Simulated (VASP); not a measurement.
# CdSnO2 (P-6m2) in VASP: single point with PBE

Aim: the single point of CdSnO2 with PBE.

All numbers are computed with VASP 6.6.1; they aren't measurements. Logs are shortened: lines on timing, memory, paths and dates and some standing lists are left out, and cuts for length are marked.

### 1 The cell of the first run

Symmetry: P-6m2, No. 187, hexagonal system. The conventional cell has a = 3.332 Å, b = 3.332 Å, c = 6.270 Å, α = 90.00°, β = 90.00°, γ = 120.00°. Within 3.2 Å of Cd (site symmetry -6m2) lie 6 O at 2.42 Å and 2 Sn at 3.13 Å. Within 3.4 Å of Sn (site symmetry -6m2) lie 6 O at 2.54 Å and 2 Cd at 3.13 Å and 6 Sn at 3.33 Å. Within 3.2 Å of O (site symmetry 3m) lie 3 Cd at 2.42 Å and 3 Sn at 2.54 Å and 1 O at 2.94 Å.

### 2 Single point, PBE

INCAR reads:

```
SYSTEM = CdSnO2
  PREC = Accurate
  ENCUT = 600
  EDIFF = 1E-6
  ISMEAR = 0
  SIGMA = 0.15
  LREAL = .FALSE.
  LASPH = .TRUE.
  NELM = 120
  ALGO = Normal
  ISIF = 2
  LWAVE = .FALSE.
  LCHARG = .FALSE.
  GGA = PE
  NBANDS = 27
  GGA_COMPAT = .FALSE.
```

KPOINTS reads:

```
regular mesh
0
G
  4 4 2
  0 0 0
```

POSCAR reads:

```
CdSnO2
1.0
    3.3324476288      0.0000000000      0.0000000000
   -1.6662238144      2.8859843034      0.0000000000
    0.0000000000      0.0000000000      6.2699396712
Cd Sn O
1 1 2
Direct
    0.3333333333      0.6666666667      0.0000000000
    0.3333333333      0.6666666667      0.5000000000
    0.0000000000      0.0000000000      0.7653471870
    0.0000000000      0.0000000000      0.2346528130
```

Potentials or basis: VASP PAW PBE potentials, release 64 (Cd, Sn_d, O).

Launch:

```sh
$ cat potpaw_PBE.64/Cd/POTCAR potpaw_PBE.64/Sn_d/POTCAR potpaw_PBE.64/O/POTCAR > POTCAR
$ mpirun -np 1 vasp_std > vasp.out
```

OUTCAR:

```text
SYSTEM = CdSnO2
   PREC = Accurate
   ENCUT = 600
   EDIFF = 1E-6
   ISMEAR = 0
   LREAL = .FALSE.
   LASPH = .TRUE.
   NELM = 120
   ISIF = 2
   GGA = PE

 ion  position               nearest neighbor table
   1  0.333  0.667  0.000-   3 2.42   4 2.42   3 2.42   4 2.42   3 2.42   4 2.42   2 3.13   2 3.13

   2  0.333  0.667  0.500-   3 2.54   4 2.54   3 2.54   4 2.54   3 2.54   4 2.54   1 3.13   1 3.13

   3  0.000  0.000  0.765-   1 2.42   1 2.42   1 2.42   2 2.54   2 2.54   2 2.54
   4  0.000  0.000  0.235-   1 2.42   1 2.42   1 2.42   2 2.54   2 2.54   2 2.54

  LATTYP: Found a hexagonal cell.
 ALAT       =     3.3324476288
 C/A-ratio  =     1.8814818325

  Lattice vectors:

 A1 = (   3.3324476288,   0.0000000000,   0.0000000000)
 A2 = (  -1.6662238144,   2.8859843034,   0.0000000000)
 A3 = (   0.0000000000,   0.0000000000,   6.2699396712)

Analysis of symmetry for initial positions (statically):
=====================================================================
 Subroutine PRICEL returns:
 Original cell was already a primitive cell.

 Routine SETGRP: Setting up the symmetry group for a
 hexagonal supercell.

 Subroutine GETGRP returns: Found 12 space group operations
 (whereof 12 operations were pure point group operations)
 out of a pool of 24 trial point group operations.

The static configuration has the point symmetry D_3h.

Analysis of symmetry for dynamics (positions and initial velocities):
=====================================================================
 Subroutine PRICEL returns:
 Original cell was already a primitive cell.

 Routine SETGRP: Setting up the symmetry group for a
 hexagonal supercell.

 Subroutine GETGRP returns: Found 12 space group operations
 (whereof 12 operations were pure point group operations)
 out of a pool of 24 trial point group operations.

The dynamic configuration has the point symmetry D_3h.

 Subroutine INISYM returns: Found 12 space group operations
 (whereof 12 operations are pure point group operations),
 and found     1 'primitive' translations

----------------------------------------------------------------------------------------

                                     Primitive cell

  volume of cell :      60.3005

  direct lattice vectors                    reciprocal lattice vectors
     3.332447629  0.000000000  0.000000000     0.300079735  0.173251116  0.000000000
    -1.666223814  2.885984303  0.000000000     0.000000000  0.346502231  0.000000000
     0.000000000  0.000000000  6.269939671     0.000000000  0.000000000  0.159491168

  length of vectors
     3.332447629  3.332447629  6.269939671     0.346502231  0.346502231  0.159491168

  position of ions in fractional coordinates (direct lattice)
     0.333333333  0.666666667  0.000000000
     0.333333333  0.666666667  0.500000000
     0.000000000  0.000000000  0.765347187
     0.000000000  0.000000000  0.234652813

  ion indices of the primitive-cell ions
   primitive index   ion index
                 1           1
                 2           2
                 3           3
                 4           4

----------------------------------------------------------------------------------------

 KPOINTS: regular mesh

Automatic generation of k-mesh.
 Grid dimensions read from file:
 generate k-points for:    4    4    2

 Generating k-lattice:

  Cartesian coordinates                     Fractional coordinates (reciprocal lattice)
     0.075019934  0.043312779  0.000000000     0.250000000 -0.000000000  0.000000000
     0.000000000  0.086625558  0.000000000     0.000000000  0.250000000  0.000000000
     0.000000000  0.000000000  0.079745584     0.000000000  0.000000000  0.500000000

  Length of vectors
     0.086625558  0.086625558  0.079745584

  Shift w.r.t. Gamma in fractional coordinates (k-lattice)
     0.000000000  0.000000000  0.000000000

 Subroutine IBZKPT returns following result:
 ===========================================

 Found      8 irreducible k-points:

 Following reciprocal coordinates:
            Coordinates               Weight
  0.000000  0.000000  0.000000      1.000000
  0.250000  0.000000  0.000000      6.000000
  0.500000  0.000000  0.000000      3.000000
  0.250000  0.250000  0.000000      6.000000
  0.000000  0.000000  0.500000      1.000000
  0.250000  0.000000  0.500000      6.000000
  0.500000  0.000000  0.500000      3.000000
  0.250000  0.250000  0.500000      6.000000
   k-points           NKPTS =      8   k-points in BZ     NKDIM =      8   number of bands    NBANDS=     27
   number of dos      NEDOS =    301   number of ions     NIONS =      4
   total plane-waves  NPLWV =  39200
   dimension x,y,z NGX =    28 NGY =   28 NGZ =   50
   dimension x,y,z NGXF=    56 NGYF=   56 NGZF=  100
   ions per type =               1   1   2
   NGX,Y,Z   is equivalent  to a cutoff of  13.97, 13.97, 13.26 a.u.
   NGXF,Y,Z  is equivalent  to a cutoff of  27.94, 27.94, 26.51 a.u.
 SYSTEM =  CdSnO2
   PREC   = accura    normal or accurate (medium, high low for compatibility)
   ISTART =      0    job   : 0-new  1-cont  2-samecut
   ICHARG =      2    charge: 1-file 2-atom 10-const
   ISPIN  =      1    spin polarized calculation?
   LNONCOLLINEAR =      F non collinear calculations
   LSORBIT =      F    spin-orbit coupling
   LASPH  =      T    aspherical Exc in radial PAW
   ENCUT  =  600.0 eV  44.10 Ry    6.64 a.u.   6.66  6.66 12.52*2*pi/ulx,y,z
   NELM   =    120;   NELMIN=  2; NELMDL= -5     # of ELM steps
   EDIFF  = 0.1E-05   stopping-criterion for ELM
   LREAL  =      F    real-space projection
[... 7 lines left out ...]
   TEBEG  =    0.0;   TEEND  =   0.0 temperature during run
   PSTRESS=    0.0 pullay stress
   NELECT =      38.0000    total number of electrons
   NUPDOWN=      -1.0000    fix difference up-down
   EMIN   =  10.00;   EMAX   =-10.00  energy-range for DOS
   EFERMI =   0.00;   METHOD = LEGACY
   ISMEAR =     0;   SIGMA  =   0.15  broadening in eV -4-tet -1-fermi 0-gaus
   EFERMI_NEDOS =   21; number of points for ismear=-14 and -15
   IALGO  =     38    algorithm
   IMIX   =      4    mixing-type and parameters
     AMIX     =   0.40;   BMIX     =  1.00
     AMIX_MAG =   1.60;   BMIX_MAG =  1.00
  volume/ion in A,a.u.               =      15.08       101.73
  Fermi-wavevector in a.u.,A,eV,Ry     =   1.403554  2.652333 26.802987  1.969964
  Thomas-Fermi vector in A             =   2.526204
   LORBIT       =      0    0 simple, 1 ext, 2 COOP (PROOUT), +10 PAW based schemes
   GGA     = PE    functional components
   LHFCALC =     F    Hartree Fock is set to
   AEXX    =    0.0000 exact exchange contribution
   IVDW    =     0    specifies the selected vdW correction
   LEPSILON=     F    determine dielectric tensor
   LRPA    =     F    only Hartree local field effects (RPA)
 non-spin polarized calculation
 Gauss-broadening in eV      SIGMA  =   0.15
  energy-cutoff  :      600.00
  volume of cell :       60.30
 maximum number of plane-waves:      2041
 NGX is ok and might be reduce to    28
   NGX = 13   NGY = 13   NGZ = 25

 number of electron      38.0000003 magnetization

 Free energy of the ion-electron system (eV)
  ---------------------------------------------------
  ext. energy  EPLUGINS =         0.00000000
  ---------------------------------------------------
  free energy    TOTEN  =       -17.51762023 eV

  energy without entropy =      -17.49577965  energy(sigma->0) =      -17.50669994

 E-fermi :   5.1761     XC(G=0): -11.0638

 val. band max:        5.0806079257   @ k =   0.2500   0.0000   0.5000
 cond. band min:       5.2686424831   @ k =   0.5000   0.0000   0.0000
 fundamental gap:      0.1880345574
 Fermi energy:         5.1761139660

 k-point     1 :       0.0000    0.0000    0.0000
  band No.  band energies     occupation
      1     -16.2152      2.00000
      2     -16.2152      2.00000
      3     -16.2041      2.00000
      4     -16.0641      2.00000
      5     -16.0641      2.00000
      6     -12.8668      2.00000
[... 19 lines left out ...]
     26      17.2789      0.00000
     27      17.7231      0.00000

 k-point     2 :       0.2500    0.0000    0.0000
  band No.  band energies     occupation
      1     -16.2499      2.00000
      2     -16.1454      2.00000
      3     -16.1385      2.00000
      4     -16.1374      2.00000
      5     -16.0747      2.00000
      6     -12.5594      2.00000
[... 19 lines left out ...]
     26      15.6501      0.00000
     27      16.6210      0.00000

 k-point     3 :       0.5000    0.0000    0.0000
  band No.  band energies     occupation
      1     -16.2861      2.00000
      2     -16.2074      2.00000
      3     -16.0869      2.00000
      4     -16.0853      2.00000
      5     -16.0583      2.00000
      6     -12.2248      2.00000
[... 19 lines left out ...]
     26      14.3274      0.00000
     27      16.3997      0.00000

 k-point     4 :       0.2500    0.2500    0.0000
  band No.  band energies     occupation
      1     -16.2142      2.00000
      2     -16.1870      2.00000
      3     -16.1421      2.00000
      4     -16.1059      2.00000
      5     -16.0777      2.00000
      6     -12.2286      2.00000
[... 19 lines left out ...]
     26      15.1167      0.00000
     27      16.8860      0.00000

 k-point     5 :       0.0000    0.0000    0.5000
  band No.  band energies     occupation
      1     -16.2152      2.00000
      2     -16.2152      2.00000
      3     -16.2017      2.00000
      4     -16.0640      2.00000
      5     -16.0640      2.00000
      6     -12.5884      2.00000
[... 19 lines left out ...]
     26      17.3921      0.00000
     27      17.3921      0.00000

 k-point     6 :       0.2500    0.0000    0.5000
  band No.  band energies     occupation
      1     -16.2495      2.00000
      2     -16.1433      2.00000
      3     -16.1393      2.00000
      4     -16.1374      2.00000
      5     -16.0746      2.00000
      6     -12.3144      2.00000
[... 19 lines left out ...]
     26      15.7120      0.00000
     27      17.0376      0.00000

 k-point     7 :       0.5000    0.0000    0.5000
  band No.  band energies     occupation
      1     -16.2857      2.00000
      2     -16.2081      2.00000
      3     -16.0852      2.00000
      4     -16.0847      2.00000
      5     -16.0583      2.00000
      6     -12.0548      2.00000
[... 19 lines left out ...]
     26      15.8595      0.00000
     27      15.8644      0.00000

 k-point     8 :       0.2500    0.2500    0.5000
  band No.  band energies     occupation
      1     -16.2139      2.00000
      2     -16.1879      2.00000
      3     -16.1412      2.00000
      4     -16.1058      2.00000
      5     -16.0764      2.00000
      6     -12.0556      2.00000
[... 19 lines left out ...]
     26      14.6707      0.00000
     27      15.8545      0.00000

------------------------ aborting loop because EDIFF is reached ----------------------------------------

  FORCE on cell =-STRESS in cart. coord.  units (eV):
  Direction    XX          YY          ZZ          XY          YZ          ZX
  --------------------------------------------------------------------------------------
  -------------------------------------------------------------------------------------
  Total       -0.0218851     -0.0218851      0.1263109      0.0000000      0.0000000     -0.0000000
  in kB       -0.5814851     -0.5814851      3.3560675      0.0000000      0.0000000     -0.0000000
  external PRESSURE =       0.7310324 kB  Pullay stress =       0.0000000 kB

 VOLUME and BASIS-vectors are now :
 -----------------------------------------------------------------------------
  energy-cutoff  :      600.00
  volume of cell :       60.30
      direct lattice vectors                 reciprocal lattice vectors
     3.332447629  0.000000000  0.000000000     0.300079735  0.173251116  0.000000000
    -1.666223814  2.885984303  0.000000000     0.000000000  0.346502231  0.000000000
     0.000000000  0.000000000  6.269939671     0.000000000  0.000000000  0.159491168

 POSITION                                       TOTAL-FORCE (eV/Angst)
 -----------------------------------------------------------------------------------
     -0.00000      1.92399      0.00000         0.000000      0.000000     -0.000000
     -0.00000      1.92399      3.13497        -0.000000      0.000000     -0.000000
      0.00000      0.00000      4.79868         0.000000     -0.000000     -0.048709
      0.00000      0.00000      1.47126         0.000000      0.000000      0.048709
 -----------------------------------------------------------------------------------
    total drift:                               -0.000000      0.000000     -0.000000

  FREE ENERGIE OF THE ION-ELECTRON SYSTEM (eV)
  ---------------------------------------------------
  free  energy   TOTEN  =       -17.5176202346 eV

  energy  without entropy=      -17.4957796488  energy(sigma->0) =      -17.50669994
```

Run time: 11 s. Hardware: 1 thread of Intel Xeon Platinum 8559C (Emerald Rapids), shared host; peak memory 0.2 GiB.

What came out:

* Free energy: -17.5176 eV
* Pressure: 0.1 GPa
* Largest force: 0.049 eV/Å
* Band gap on the k mesh: zero (band 19 reaches 5.08 eV, above the bottom of band 20 at 4.68 eV)

Forces in eV/Å, atoms in the order of the input:
```
Cd   0.000  0.000  0.000
Sn   0.000  0.000  0.000
O    0.000  0.000 -0.049
O    0.000  0.000  0.049
```

Stress tensor (GPa, compression positive):
```
-0.06  0.00  0.00
 0.00 -0.06  0.00
 0.00  0.00  0.34
```

Levels at points of the mesh, in eV from the Fermi level:
```csv
k point,band 15,band 16,band 17,band 18,band 19,band 20,band 21,band 22,band 23,band 24
"(0.00, 0.00, 0.00)",-2.82,-1.94,-1.94,-1.69,-1.69,1.82,2.51,7.68,7.68,10.28
"(0.50, 0.00, 0.00)",-4.28,-2.94,-1.82,-1.71,-1.66,0.09,4.32,4.92,5.67,5.91
"(0.00, 0.00, 0.50)",-1.83,-1.83,-1.79,-1.79,-0.96,-0.49,5.90,6.37,7.78,7.78
"(0.50, 0.00, 0.50)",-4.30,-3.30,-2.50,-2.19,-0.37,1.30,3.76,3.94,5.85,6.81
```

Caveat: the k points lie up to 0.54 Å⁻¹ apart; spin-orbit coupling is left out, which moves the levels of the heavy elements.
